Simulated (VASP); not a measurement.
Input of a VASP 6.6.1 run:

INCAR

```
SYSTEM = CuAu
ALGO     = Normal         ! electronic algorithm
EDIFF    = 1E-6           ! SCF threshold, eV
ENCUT    = 520            ! plane-wave cutoff, eV
ISIF     = 2              ! what is computed and relaxed
ISMEAR   = -1             ! smearing method
ISPIN    = 2              ! spin polarisation
LASPH    = .True.         ! aspherical terms in the spheres
LCHARG   = .True.         ! write CHGCAR
LELF     = .True.         ! ELF
LMAXMIX  = 4              ! l up to which the mixer works
LORBIT   = 11             ! projections on sites
LREAL    = .False.        ! projectors in reciprocal space
LVHAR    = .True.       
LWAVE    = .False.        ! write WAVECAR
MAGMOM   = 0.5 0          ! initial moments
NBANDS   = 22             ! bands
NELM     = 150            ! most SCF steps
NUPDOWN  = 0.5            ! fixed moment
PREC     = Accurate       ! precision mode
SIGMA    = 0.08           ! smearing width, eV
```

Contents of KPOINTS:

```
k-points
0
Gamma
  12 12 9
  0 0 0
```

Contents of POSCAR:

```
CuAu
1.0
    2.8107494552      0.0000000000      0.0000000000
    0.0000000000      2.8107494552      0.0000000000
    0.0000000000      0.0000000000      3.6850000000
Cu Au
1 1
Direct
    0.5000000000      0.5000000000      0.5000000000
    0.0000000000      0.0000000000      0.0000000000
```

Potentials or basis: VASP PAW LDA potentials, release 64 (Cu, Au).

Launch:

```bash
$ cat potpaw_LDA.64/Cu/POTCAR potpaw_LDA.64/Au/POTCAR > POTCAR
$ mpirun -np 1 vasp_std > vasp.out
```

(1) Predict the pressure.

Results:

(1) -7.4 GPa.

Caveat: the cell stands under tension; the total moment is fixed, so each spin has its own Fermi level and the state may be an excited one.
